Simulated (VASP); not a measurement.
# Ge (Imma) in VASP: settings compared

Ge is run at these levels: PBE, LDA; tasks: single point.

All numbers are computed with VASP 6.6.1; they aren't measurements. Logs are shortened: lines on timing, memory, paths and dates and some standing lists are left out, and cuts for length are marked.

### Step 1. The cell of the first run

The structure is orthorhombic, space group Imma (No. 74). Conventional cell: a = 4.992 Å, b = 5.302 Å, c = 2.874 Å, α = 90.00°, β = 90.00°, γ = 90.00°. Ge (site symmetry mm2) has 8 Ge at 2.68 to 3.08 Å within 3.5 Å.

### Step 2. Single point, PBE

Contents of INCAR:

```
ALGO = Normal
EDIFF = 1E-6
ENCUT = 520
GGA = PE
ISIF = 2
ISMEAR = -1
LASPH = True
LCHARG = False
LREAL = False
LWAVE = False
NBANDS = 21
NELM = 80
PREC = Accurate
SIGMA = 0.03
```

Contents of KPOINTS:

```
k-points
0
Gamma
  15 15 15
```

Contents of POSCAR:

```
Ge
1.0
   -2.4958980000      2.6508630000      1.4369470000
    2.4958980000     -2.6508630000      1.4369470000
    2.4958980000      2.6508630000     -1.4369470000
Ge
2
Direct
    0.6859430000      0.9359430000      0.7500000000
    0.3140570000      0.0640570000      0.2500000000
```

Potentials or basis: VASP PAW PBE potentials, release 64 (Ge_d).

Started as:

```
$ cat potpaw_PBE.64/Ge_d/POTCAR > POTCAR
$ mpirun -np 1 vasp_std > vasp.out
```

OUTCAR:

```text
EDIFF = 1E-6
   ENCUT = 520
   GGA = PE
   ISIF = 2
   ISMEAR = -1
   LASPH = True
   LREAL = False
   NELM = 80
   PREC = Accurate

 ion  position               nearest neighbor table
   1  0.686  0.936  0.750-   2 2.68   2 2.68   2 2.72   2 2.72
   2  0.314  0.064  0.250-   1 2.68   1 2.68   1 2.72   1 2.72

  LATTYP: Found a body centered orthorhombic cell.
 ALAT       =     2.8738940000
 B/A-ratio  =     1.7369450648
 C/A-ratio  =     1.8447882907

  Lattice vectors:

 A1 = (   2.4958980000,  -2.6508630000,   1.4369470000)
 A2 = (  -2.4958980000,  -2.6508630000,  -1.4369470000)
 A3 = (   2.4958980000,   2.6508630000,  -1.4369470000)

Analysis of symmetry for initial positions (statically):
=====================================================================
 Subroutine PRICEL returns:
 Original cell was already a primitive cell.

 Routine SETGRP: Setting up the symmetry group for a
 body centered orthorhombic supercell.

 Subroutine GETGRP returns: Found  8 space group operations
 (whereof  4 operations were pure point group operations)
 out of a pool of  8 trial point group operations.

The static configuration has the point symmetry C_2h.
 The point group associated with its full space group is D_2h.

Analysis of symmetry for dynamics (positions and initial velocities):
=====================================================================
 Subroutine PRICEL returns:
 Original cell was already a primitive cell.

 Routine SETGRP: Setting up the symmetry group for a
 body centered orthorhombic supercell.

 Subroutine GETGRP returns: Found  8 space group operations
 (whereof  4 operations were pure point group operations)
 out of a pool of  8 trial point group operations.

The dynamic configuration has the point symmetry C_2h.
 The point group associated with its full space group is D_2h.

 Subroutine INISYM returns: Found  8 space group operations
 (whereof  4 operations are pure point group operations),
 and found     1 'primitive' translations

----------------------------------------------------------------------------------------

                                     Primitive cell

  volume of cell :      38.0290

  direct lattice vectors                    reciprocal lattice vectors
    -2.495898000  2.650863000  1.436947000     0.000000000  0.188617820  0.347959946
[... 80 lines left out ...]
   ISPIN  =      1    spin polarized calculation?
   LNONCOLLINEAR =      F non collinear calculations
   LSORBIT =      F    spin-orbit coupling
   LASPH  =      T    aspherical Exc in radial PAW
   ENCUT  =  520.0 eV  38.22 Ry    6.18 a.u.   7.28  7.28  7.28*2*pi/ulx,y,z
   NELM   =     80;   NELMIN=  2; NELMDL= -5     # of ELM steps
   EDIFF  = 0.1E-05   stopping-criterion for ELM
   LREAL  =      F    real-space projection
   EDIFFG = 0.1E-04   stopping-criterion for IOM
   NSW    =      0    number of steps for IOM
   IBRION =     -1    ionic relax: 0-MD 1-quasi-New 2-CG
   NFREE  =      0    steps in history (QN), initial steepest desc. (CG)
   ISIF   =      2    stress and relaxation
   ISYM   =      2    0-nonsym 1-usesym 2-fastsym
   POTIM  = 0.5000    time-step for ionic-motion
   TEBEG  =    0.0;   TEEND  =   0.0 temperature during run
   PSTRESS=    0.0 pullay stress
   NELECT =      28.0000    total number of electrons
   NUPDOWN=      -1.0000    fix difference up-down
   EMIN   =  10.00;   EMAX   =-10.00  energy-range for DOS
   EFERMI =   0.00;   METHOD = LEGACY
   ISMEAR =    -1;   SIGMA  =   0.03  broadening in eV -4-tet -1-fermi 0-gaus
   EFERMI_NEDOS =   21; number of points for ismear=-14 and -15
   IALGO  =     38    algorithm
   IMIX   =      4    mixing-type and parameters
     AMIX     =   0.40;   BMIX     =  1.00
     AMIX_MAG =   1.60;   BMIX_MAG =  1.00
  volume/ion in A,a.u.               =      19.01       128.32
  Fermi-wavevector in a.u.,A,eV,Ry     =   1.478277  2.793539 29.732860  2.185304
  Thomas-Fermi vector in A             =   2.592578
   LORBIT       =      0    0 simple, 1 ext, 2 COOP (PROOUT), +10 PAW based schemes
   GGA     = PE    functional components
   LHFCALC =     F    Hartree Fock is set to
   AEXX    =    0.0000 exact exchange contribution
   IVDW    =     0    specifies the selected vdW correction
   LEPSILON=     F    determine dielectric tensor
   LRPA    =     F    only Hartree local field effects (RPA)
 non-spin polarized calculation
  energy-cutoff  :      520.00
  volume of cell :       38.03
 maximum number of plane-waves:      1047
 NGX is ok and might be reduce to    30
   NGX = 15   NGY = 15   NGZ = 15

 number of electron      28.0000014 magnetization

 Free energy of the ion-electron system (eV)
  ---------------------------------------------------
  ext. energy  EPLUGINS =         0.00000000
  ---------------------------------------------------
  free energy    TOTEN  =        -8.56019359 eV

  energy without entropy =       -8.55774261  energy(sigma->0) =       -8.55896810

 E-fermi :   6.5118     XC(G=0): -11.1907

 val. band max:        6.5108814597   @ k =   0.1333   0.2667   0.0667
 cond. band min:       6.5181739403   @ k =  -0.2667  -0.2000   0.0667
 fundamental gap:      0.0072924806
 Fermi energy:         6.5117854301

 k-point     1 :       0.0000    0.0000    0.0000
  band No.  band energies     occupation
      1     -18.2249      2.00000
      2     -18.1488      2.00000
      3     -18.1472      2.00000
      4     -18.1439      2.00000
      5     -18.1112      2.00000
      6     -18.0729      2.00000
[... 565 lines left out ...]
     20      16.6172      0.00000
     21      17.2942      0.00000

 [... further k-points ...]

------------------------ aborting loop because EDIFF is reached ----------------------------------------

  FORCE on cell =-STRESS in cart. coord.  units (eV):
  Direction    XX          YY          ZZ          XY          YZ          ZX
  --------------------------------------------------------------------------------------
  -------------------------------------------------------------------------------------
  Total        0.2740623      0.1006890      0.3013246      0.0000000      0.0000000      0.0000000
  in kB       11.5463592      4.2420675     12.6949280      0.0000000      0.0000000      0.0000000
  external PRESSURE =       9.4944516 kB  Pullay stress =       0.0000000 kB

 VOLUME and BASIS-vectors are now :
 -----------------------------------------------------------------------------
  energy-cutoff  :      520.00
  volume of cell :       38.03
      direct lattice vectors                 reciprocal lattice vectors
    -2.495898000  2.650863000  1.436947000     0.000000000  0.188617820  0.347959946
     2.495898000 -2.650863000  1.436947000     0.200328699  0.000000000  0.347959946
     2.495898000  2.650863000 -1.436947000     0.200328699  0.188617820  0.000000000

 POSITION                                       TOTAL-FORCE (eV/Angst)
 -----------------------------------------------------------------------------------
      2.49590      1.32543      1.25285        -0.000000      0.000000     -0.040103
      0.00000      1.32543      0.18409         0.000000     -0.000000      0.040103
 -----------------------------------------------------------------------------------
    total drift:                               -0.000000     -0.000000      0.000000

  FREE ENERGIE OF THE ION-ELECTRON SYSTEM (eV)
  ---------------------------------------------------
  free  energy   TOTEN  =        -8.5601935902 eV

  energy  without entropy=       -8.5577426070  energy(sigma->0) =       -8.55896810
```

OSZICAR:

```text
N       E                     dE             d eps       ncg     rms          rms(c)
DAV:   1     0.174006460201E+03    0.17401E+03   -0.14223E+04 24634   0.378E+03
DAV:   2     0.150945516218E+02   -0.15891E+03   -0.15410E+03 21594   0.587E+02
DAV:   3    -0.792135978401E+01   -0.23016E+02   -0.22814E+02 24512   0.132E+02
DAV:   4    -0.856785810046E+01   -0.64650E+00   -0.64602E+00 24129   0.256E+01
DAV:   5    -0.857741929256E+01   -0.95612E-02   -0.95610E-02 24395   0.342E+00    0.200E+00
DAV:   6    -0.856508861246E+01    0.12331E-01   -0.18231E-02 29191   0.228E+00    0.113E+00
DAV:   7    -0.856031380873E+01    0.47748E-02   -0.13420E-02 29295   0.174E+00    0.108E-01
DAV:   8    -0.856018903344E+01    0.12478E-03   -0.20530E-03 27422   0.794E-01    0.384E-02
DAV:   9    -0.856019422784E+01   -0.51944E-05   -0.61195E-05 27732   0.105E-01    0.111E-02
DAV:  10    -0.856019359021E+01    0.63763E-06   -0.35407E-06 21964   0.243E-02
   1 F= -.85601936E+01 E0= -.85589681E+01  d E =-.245098E-02
```

Run time: 9.8 min. Hardware: 1 thread of Oxide Virtual Turin-like, shared host; peak memory 0.39 GiB.

Results:

* Free energy: -8.5602 eV
* Pressure: 0.9 GPa
* Largest force: 0.040 eV/Å
* Band gap on the k mesh: zero (band 14 reaches 8.92 eV, above the bottom of band 15 at 3.09 eV)

Forces in eV/Å, atoms in the order of the input:
```
Ge   0.000  0.000 -0.040
Ge   0.000  0.000  0.040
```

Levels at points of the mesh, in eV from the Fermi level:
```tsv
k point	band 11	band 12	band 13	band 14	band 15	band 16	band 17	band 18
(0.00, 0.00, 0.00)	-13.08	-3.80	-2.33	-1.88	3.49	6.97	7.20	7.92
```

### Step 3. Single point, LDA

Contents of INCAR:

```
PREC = Accurate ; ENCUT = 520
EDIFF = 1E-6 ; ISMEAR = -1
SIGMA = 0.03 ; LREAL = F
LASPH = T ; NELM = 80
ALGO = Normal ; ISIF = 2
LWAVE = F ; LCHARG = T
GGA = CA ; LELF = T
LVHAR = T ; NBANDS = 21
```

Contents of KPOINTS:

```
regular mesh
0
Gamma
  15 15 15
```

POSCAR is that of step 2.

Potentials or basis: VASP PAW LDA potentials, release 64 (Ge_d).

Started as:

```
$ cat potpaw_LDA.64/Ge_d/POTCAR > POTCAR
$ mpirun -np 1 vasp_std > vasp.out
```

OUTCAR:

```text
PREC = Accurate
   ENCUT = 520
   EDIFF = 1E-6
   ISMEAR = -1
   LREAL = F
   LASPH = T
   NELM = 80
   ISIF = 2
   GGA = CA

 ion  position               nearest neighbor table
   1  0.686  0.936  0.750-   2 2.68   2 2.68   2 2.72   2 2.72
   2  0.314  0.064  0.250-   1 2.68   1 2.68   1 2.72   1 2.72

  LATTYP: Found a body centered orthorhombic cell.
 ALAT       =     2.8738940000
 B/A-ratio  =     1.7369450648
 C/A-ratio  =     1.8447882907

  Lattice vectors:

 A1 = (   2.4958980000,  -2.6508630000,   1.4369470000)
 A2 = (  -2.4958980000,  -2.6508630000,  -1.4369470000)
 A3 = (   2.4958980000,   2.6508630000,  -1.4369470000)

Analysis of symmetry for initial positions (statically):
=====================================================================
 Subroutine PRICEL returns:
 Original cell was already a primitive cell.

 Routine SETGRP: Setting up the symmetry group for a
 body centered orthorhombic supercell.

 Subroutine GETGRP returns: Found  8 space group operations
[... 161 lines left out ...]
  ext. energy  EPLUGINS =         0.00000000
  ---------------------------------------------------
  free energy    TOTEN  =        -9.98420725 eV

  energy without entropy =       -9.98170145  energy(sigma->0) =       -9.98295435

 E-fermi :   6.2206     XC(G=0): -11.4749

 val. band max:        6.2163938852   @ k =  -0.2667  -0.1333   0.1333
 cond. band min:       6.2224400542   @ k =  -0.2000  -0.1333   0.0667
 fundamental gap:      0.0060461690
 Fermi energy:         6.2205718778

 k-point     1 :       0.0000    0.0000    0.0000
  band No.  band energies     occupation
      1     -18.5808      2.00000
      2     -18.5030      2.00000
      3     -18.5017      2.00000
      4     -18.4990      2.00000
      5     -18.4655      2.00000
      6     -18.4274      2.00000
[... 565 lines left out ...]
     20      16.4028      0.00000
     21      17.1116      0.00000

 [... further k-points ...]

------------------------ aborting loop because EDIFF is reached ----------------------------------------

  FORCE on cell =-STRESS in cart. coord.  units (eV):
  Direction    XX          YY          ZZ          XY          YZ          ZX
  --------------------------------------------------------------------------------------
  -------------------------------------------------------------------------------------
  Total       -0.9981294     -1.1372310     -0.9227471      0.0000000      0.0000000      0.0000000
  in kB      -42.0516061    -47.9120132    -38.8757164      0.0000000      0.0000000      0.0000000
  external PRESSURE =     -42.9464452 kB  Pullay stress =       0.0000000 kB

 VOLUME and BASIS-vectors are now :
 -----------------------------------------------------------------------------
  energy-cutoff  :      520.00
  volume of cell :       38.03
      direct lattice vectors                 reciprocal lattice vectors
    -2.495898000  2.650863000  1.436947000     0.000000000  0.188617820  0.347959946
     2.495898000 -2.650863000  1.436947000     0.200328699  0.000000000  0.347959946
     2.495898000  2.650863000 -1.436947000     0.200328699  0.188617820  0.000000000

 POSITION                                       TOTAL-FORCE (eV/Angst)
 -----------------------------------------------------------------------------------
      2.49590      1.32543      1.25285        -0.000000      0.000000     -0.050194
      0.00000      1.32543      0.18409         0.000000     -0.000000      0.050194
 -----------------------------------------------------------------------------------
    total drift:                               -0.000000     -0.000000      0.000000

  FREE ENERGIE OF THE ION-ELECTRON SYSTEM (eV)
  ---------------------------------------------------
  free  energy   TOTEN  =        -9.9842072503 eV

  energy  without entropy=       -9.9817014515  energy(sigma->0) =       -9.98295435
```

stdout:

```text
POSCAR found type information on POSCAR Ge
 POSCAR found :  1 types and       2 ions
 scaLAPACK will be used
 LDA part: xc-table for (Slater(with rela. corr.)+CA(PZ))
 , standard interpolation
 POSCAR, INCAR and KPOINTS ok, starting setup
 FFT: planning ... GRIDC
 FFT: planning ... GRID_SOFT
 FFT: planning ... GRID
 WAVECAR not read
 entering main loop
```

Wall time 8.5 min (1 thread of Oxide Virtual Turin-like, shared host); peak memory 0.37 GiB.

What came out:

```yaml
Free_energy: -9.9842 eV
Pressure: -4.3 GPa
Largest_force: 0.050 eV/Å
Band_gap_on_the_k_mesh: zero (band 14 reaches 8.62 eV, above the bottom of band 15 at 2.84 eV)
```

Forces in eV/Å, atoms in the order of the input:
```
Ge   0.000  0.000 -0.050
Ge   0.000  0.000  0.050
```

Stress tensor (GPa, compression positive):
```
-4.21  0.00  0.00
 0.00 -4.79  0.00
 0.00  0.00 -3.89
```
